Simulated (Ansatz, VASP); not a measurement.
## One calculation of SnO2, two programs

The input INCAR:

```
SYSTEM = SnO2
ALGO = Normal
EDIFF = 1E-6
ENCUT = 520
GGA = PE
ISIF = 2
ISMEAR = 0
LASPH = .True.
LCHARG = .False.
LREAL = .False.
LWAVE = .False.
NBANDS = 49
NELM = 100
PREC = Accurate
SIGMA = 0.1
```

File KPOINTS:

```
k-points
0
Gamma
  6 6 4
  0 0 0
```

Contents of POSCAR:

```
SnO2
1.0
    5.0479278148      0.0000000000      0.0000000000
   -2.5239639074      4.3716337241      0.0000000000
    0.0000000000      0.0000000000      5.5530132003
Sn O
3 6
Direct
    0.4687000000      0.0000000000      0.6666666667
    0.0000000000      0.4687000000      0.3333333333
    0.5313000000      0.5313000000      0.0000000000
    0.4169000000      0.2659000000      0.1196000000
    0.7341000000      0.1510000000      0.7862666667
    0.8490000000      0.5831000000      0.4529333333
    0.2659000000      0.4169000000      0.8804000000
    0.1510000000      0.7341000000      0.2137333333
    0.5831000000      0.8490000000      0.5470666667
```

Input for Ansatz:

```yaml
crystal:
  lattice:
    - [5.0479278148, 0.0, 0.0]
    - [-2.5239639074, 4.3716337241, 0.0]
    - [0.0, 0.0, 5.5530132003]
  atoms:
    - { symbol: Sn, position: [0.4687, 0.0, 0.6666666667] }
    - { symbol: Sn, position: [0.0, 0.4687, 0.3333333333] }
    - { symbol: Sn, position: [0.5313, 0.5313, 0.0] }
    - { symbol: O, position: [0.4169, 0.2659, 0.1196] }
    - { symbol: O, position: [0.7341, 0.151, 0.7862666667] }
    - { symbol: O, position: [0.849, 0.5831, 0.4529333333] }
    - { symbol: O, position: [0.2659, 0.4169, 0.8804] }
    - { symbol: O, position: [0.151, 0.7341, 0.2137333333] }
    - { symbol: O, position: [0.5831, 0.849, 0.5470666667] }
basis:
  ecutwfc: 420
kpoints:
  mp_grid: { grid: [6, 6, 4] }
hamiltonian:
  xc: pbe
scf:
  occupations: { method: gaussian, width: 0.1 }
  lower_state_search: "off"
output:
  forces: true
  stress: true
  eigenvalues: true
```

Alike in both runs: task single point; functional PBE; k mesh 6 × 6 × 4; occupations gaussian, width 0.1 eV; no spin polarisation.

|  | VASP | Ansatz |
| --- | --- | --- |
| version | VASP 6.6.1 | Ansatz 0.2.0 |
| potentials or method | VASP PAW PBE potentials, release 64 (Sn_d, O), cutoff 520 eV | scalar-relativistic, plane waves, PAW |
| valence electrons in the cell | 78 | 78 |

```csv
,VASP,Ansatz,Ansatz less VASP
gap on the k mesh at the Fermi level (eV),none,none,-
rms of the force components (eV/Å),39.392,48.162,+8.7693
```

Atom by atom the forces differ by 8.801 eV/Å (rms over components). A gap of «none» marks a metal or a gap that the smearing closes.
